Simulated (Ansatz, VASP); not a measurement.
KBr: VASP beside Ansatz

```
K Br
1.0
    -0.01637    3.26634    3.26634
     3.26634   -0.01637    3.26634
     3.26634    3.26634   -0.01637
K Br
1 1
Direct
  0.00000 0.00000 0.00000
  0.50000 0.50000 0.50000
```

Change from the starting cell: equal xy, yz and zx engineering shears of -0.5 %.

Alike in both runs: functional PBEsol; k mesh 6 × 6 × 6; non-collinear spin, spin-orbit coupling.

Ansatz relaxed the structure, and its values are those at the end. VASP's run is a single point on that final structure, the one shown.

|  | VASP | Ansatz |
| --- | --- | --- |
| version | VASP 6.6.1 | Ansatz 0.2.0 |
| potentials or method | VASP PAW PBE potentials, release 64 (K_sv, Br), cutoff 520 eV | all-electron LAPW |
| occupations | gaussian, width 0.01 eV | fixed |

|  | VASP | Ansatz | Ansatz less VASP |
| --- | --- | --- | --- |
| pressure (GPa) | 0.1 | 0.0 | -0.06 |

VASP's potentials were made for PBE, not for PBEsol. Ansatz ran all-electron here, and VASP with PAW potentials.
